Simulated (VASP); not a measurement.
# MnO2 (P-3m1) in VASP: a series of runs, part 3 of 3

VASP 6.6.1. The steps go on from the part before.

## 5. Single point, r2SCAN, collinear spin, ferromagnetic start

The input, POSCAR:

```
MnO2
1.0
    2.8565781804      0.0000000000      0.0000000000
   -1.4282890902      2.4738692722      0.0000000000
    0.0000000000      0.0000000000      4.6013740589
Mn O
1 2
Direct
    0.0000000000      0.0000000000      0.5000000000
    0.6666666700      0.3333333300      0.2937074300
    0.3333333300      0.6666666700      0.7062925700
```

The input, INCAR.step1:

```
SYSTEM = MnO2
PREC     = Accurate       ! precision mode
ENCUT    = 520            ! plane-wave cutoff, eV
ISMEAR   = 0              ! smearing method
SIGMA    = 0.05           ! smearing width, eV
LREAL    = .False.        ! projectors in reciprocal space
LASPH    = .True.         ! aspherical terms in the spheres
NELM     = 150            ! most SCF steps
ISPIN    = 2              ! spin polarisation
MAGMOM   = 2.49 0.05 0.05 ! initial moments
LMAXMIX  = 4              ! l up to which the mixer works
NBANDS   = 24             ! bands
GGA      = PE             ! functional
ALGO     = Normal         ! electronic algorithm
EDIFF    = 1E-4           ! SCF threshold, eV
LWAVE    = .True.         ! write WAVECAR
LCHARG   = .False.        ! write CHGCAR
```

The input, INCAR.step2:

```
SYSTEM = MnO2
PREC     = Accurate       ! precision mode
ENCUT    = 520            ! plane-wave cutoff, eV
EDIFF    = 1E-6           ! SCF threshold, eV
ISMEAR   = 0              ! smearing method
SIGMA    = 0.05           ! smearing width, eV
LREAL    = .False.        ! projectors in reciprocal space
LASPH    = .True.         ! aspherical terms in the spheres
NELM     = 150            ! most SCF steps
ALGO     = Normal         ! electronic algorithm
ISIF     = 2              ! what is computed and relaxed
LWAVE    = .False.        ! write WAVECAR
LCHARG   = .False.        ! write CHGCAR
ISPIN    = 2              ! spin polarisation
MAGMOM   = 2.49 0.05 0.05 ! initial moments
LORBIT   = 11             ! projections on sites
LMAXMIX  = 4              ! l up to which the mixer works
METAGGA  = R2SCAN         ! meta-GGA
LMIXTAU  = .True.       
NBANDS   = 24             ! bands
ISTART   = 1
```

The input, KPOINTS:

```
regular mesh
0
Gamma
  12 12 6
  0 0 0
```

Potentials or basis: VASP PAW PBE potentials, release 64 (Mn_pv, O).

Launch:

```sh
> cat potpaw_PBE.64/Mn_pv/POTCAR potpaw_PBE.64/O/POTCAR > POTCAR
> cp INCAR.step1 INCAR
> mpirun -np 1 vasp_std > vasp.out
> cp INCAR.step2 INCAR
> mpirun -np 1 vasp_std > vasp.out
```

OUTCAR:

```text
SYSTEM = MnO2
   PREC = Accurate
   ENCUT = 520
   EDIFF = 1E-6
   ISMEAR = 0
   LREAL = .False.
   LASPH = .True.
   NELM = 150
   ISIF = 2
   ISPIN = 2
   LORBIT = 11
   METAGGA = R2SCAN
   ISTART = 1

 ion  position               nearest neighbor table
   1  0.000  0.000  0.500-   2 1.90   3 1.90   2 1.90   3 1.90   2 1.90   3 1.90
   2  0.667  0.333  0.294-   1 1.90   1 1.90   1 1.90
   3  0.333  0.667  0.706-   1 1.90   1 1.90   1 1.90

  LATTYP: Found a hexagonal cell.
 ALAT       =     2.8565781804
 C/A-ratio  =     1.6107992739

  Lattice vectors:

 A1 = (   2.8565781804,   0.0000000000,   0.0000000000)
 A2 = (  -1.4282890902,   2.4738692722,   0.0000000000)
 A3 = (   0.0000000000,   0.0000000000,   4.6013740589)

Analysis of symmetry for initial positions (statically):
=====================================================================
 Subroutine PRICEL returns:
 Original cell was already a primitive cell.

[... 848 lines left out ...]
  band No.  band energies     occupation
      1     -45.6264      1.00000
      2     -45.6262      1.00000
      3     -45.4312      1.00000
      4     -17.6654      1.00000
      5     -15.3830      1.00000
      6      -2.6214      1.00000
[... 637 lines left out ...]
     23      25.7572      0.00000
     24      27.7550      0.00000

 [... further k-points ...]
[... 5 lines left out ...]
  --------------------------------------------------------------------------------------
  -------------------------------------------------------------------------------------
  Total        0.0841893      0.0841893      0.0347362     -0.0000000      0.0000000      0.0000000
  in kB        4.1481753      4.1481753      1.7115198     -0.0000000      0.0000000      0.0000000
  external PRESSURE =       3.3359568 kB  Pullay stress =       0.0000000 kB

 VOLUME and BASIS-vectors are now :
 -----------------------------------------------------------------------------
  energy-cutoff  :      520.00
  volume of cell :       32.52
      direct lattice vectors                 reciprocal lattice vectors
     2.856578180  0.000000000  0.000000000     0.350069187  0.202112539  0.000000000
    -1.428289090  2.473869272  0.000000000     0.000000000  0.404225078  0.000000000
     0.000000000  0.000000000  4.601374059     0.000000000  0.000000000  0.217326387

 POSITION                                       TOTAL-FORCE (eV/Angst)
 -----------------------------------------------------------------------------------
      0.00000      0.00000      2.30069        -0.000000      0.000000      0.000000
      1.42829      0.82462      1.35146         0.000000     -0.000000     -0.004941
     -0.00000      1.64925      3.24992        -0.000000      0.000000      0.004941
 -----------------------------------------------------------------------------------
    total drift:                                0.000000      0.000000      0.000000

  FREE ENERGIE OF THE ION-ELECTRON SYSTEM (eV)
  ---------------------------------------------------
  free  energy   TOTEN  =       -32.5322406567 eV

  energy  without entropy=      -32.5322406567  energy(sigma->0) =      -32.53224066

 total charge

# of ion       s       p       d       tot
------------------------------------------
    1        0.383   6.467   4.862  11.712
    2        1.586   3.447   0.000   5.033
    3        1.586   3.447   0.000   5.033
--------------------------------------------------
tot          3.556  13.361   4.862  21.778

 magnetization (x)

# of ion       s       p       d       tot
------------------------------------------
    1        0.030   0.039   2.865   2.933
    2        0.004   0.003   0.000   0.007
    3        0.004   0.003   0.000   0.007
--------------------------------------------------
tot          0.037   0.045   2.865   2.947
```

Run time: 2.6 min. Hardware: 1 thread of Intel Xeon 6975P-C (Granite Rapids), shared host; peak memory 0.25 GiB.

What came out:

```yaml
Free_energy: -32.5322 eV
Pressure: 0.3 GPa
Largest_force: 0.005 eV/Å
Band_gap_on_the_k_mesh: 1.88 eV, indirect (least direct gap 1.99 eV)
Net_moment: 3.00 μB per cell
Site_moments: Mn +2.93; O +0.01 μB
Valence_electrons_inside_the_program's_atomic_spheres: Mn 11.71; O 5.03
```

Forces in eV/Å, atoms in the order of the input:
```
Mn   0.000  0.000  0.000
O    0.000  0.000 -0.005
O    0.000  0.000  0.005
```

Levels at points of the mesh, in eV from the valence-band top:
Spin up:
```
           k point  band 12  band 13  band 14  band 15  band 16  band 17
(0.00, 0.00, 0.00)    -1.04    -0.81    -0.50     3.39     3.39     8.11
(0.50, 0.00, 0.00)    -2.11    -2.01    -1.06     2.59     3.32    12.90
(0.00, 0.00, 0.50)    -1.09    -1.09    -0.10     3.44     3.44    10.26
(0.50, 0.00, 0.50)    -2.02    -1.47    -1.25     2.62     3.22    11.98
```
Spin down:
| k point | band 7 | band 8 | band 9 | band 10 | band 11 | band 12 | band 13 | band 14 | band 15 | band 16 |
| --- | --- | --- | --- | --- | --- | --- | --- | --- | --- | --- |
| (0.00, 0.00, 0.00) | -4.80 | -4.80 | -1.05 | -1.05 | -0.65 | 1.89 | 1.89 | 3.49 | 4.98 | 4.98 |
| (0.50, 0.00, 0.00) | -4.04 | -3.97 | -2.79 | -2.58 | -1.96 | 2.11 | 2.70 | 3.00 | 4.44 | 4.93 |
| (0.00, 0.00, 0.50) | -4.78 | -4.23 | -2.00 | -1.10 | -1.10 | 1.88 | 1.88 | 3.60 | 5.03 | 5.03 |
| (0.50, 0.00, 0.50) | -4.44 | -4.03 | -2.66 | -2.48 | -1.30 | 2.11 | 2.69 | 2.98 | 4.42 | 4.86 |

Caveat: the PAW data sets were made with another functional, which shifts forces and pressure a little; a cell with one magnetic atom can't hold antiferromagnetic order, which such compounds often take.
